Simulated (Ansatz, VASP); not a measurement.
# One calculation of W, two programs

INCAR

```
  PREC = Accurate
  ENCUT = 520
  EDIFF = 1E-6
  ISMEAR = -1
  SIGMA = 0.1
  LREAL = F
  LASPH = T
  NELM = 80
  ALGO = Normal
  ISIF = 2
  LWAVE = F
  LCHARG = F
  NBANDS = 21
```

File KPOINTS:

```
Automatic mesh
0
Gamma
  11 11 11
```

POSCAR

```
W
1.0
    0.0000000000      2.7777589679      2.7777589679
    2.7777589679      0.0000000000      2.7777589679
    2.7777589679      2.7777589679      0.0000000000
W
2
Direct
    0.1250000000      0.1250000000      0.1250000000
    0.8750000000      0.8750000000      0.8750000000
```

Input for Ansatz:

```yaml
crystal:
  lattice:
    - [0.0, 2.7777589679, 2.7777589679]
    - [2.7777589679, 0.0, 2.7777589679]
    - [2.7777589679, 2.7777589679, 0.0]
  atoms:
    - { symbol: W, position: [0.125, 0.125, 0.125] }
    - { symbol: W, position: [0.875, 0.875, 0.875] }
hamiltonian:
  xc: lda
  pseudopotentials:
    kind: paw
    azcp:
      W: "pseudopotentials/W.paw.azcp"
basis:
  ecutwfc: 420
  fft_grid_basis: typed
kpoints:
  mp_grid: { grid: [11, 11, 11], shift: [0, 0, 0] }
magnetization:
  spin_polarized: false
scf:
  occupations: { method: fermi_dirac, width: 0.1 }
  lower_state_search: "off"
output:
  stress: true
```

Alike in both runs: task single point; functional LDA; k mesh 11 × 11 × 11; occupations fermi-dirac, width 0.1 eV; no spin polarisation.

|  | VASP | Ansatz |
| --- | --- | --- |
| version | VASP 6.6.1 | Ansatz 0.2.0 |
| potentials or method | VASP PAW LDA potentials, release 64 (W_sv), cutoff 520 eV | plane waves (420 eV) with PAW, scalar-relativistic |
| valence electrons in the cell | 28 | 28 |

Ansatz gave:

- pressure (GPa): 13.3

Question: What did VASP give for the same quantities?

Answer: Pressure (GPa): 15.1.

Ansatz warns that its potentials were made for another functional, while VASP's fit it. LDA's correlation is that of Perdew and Zunger in VASP and of Perdew and Wang (1992) in Ansatz.

Neither program's run includes spin-orbit coupling.
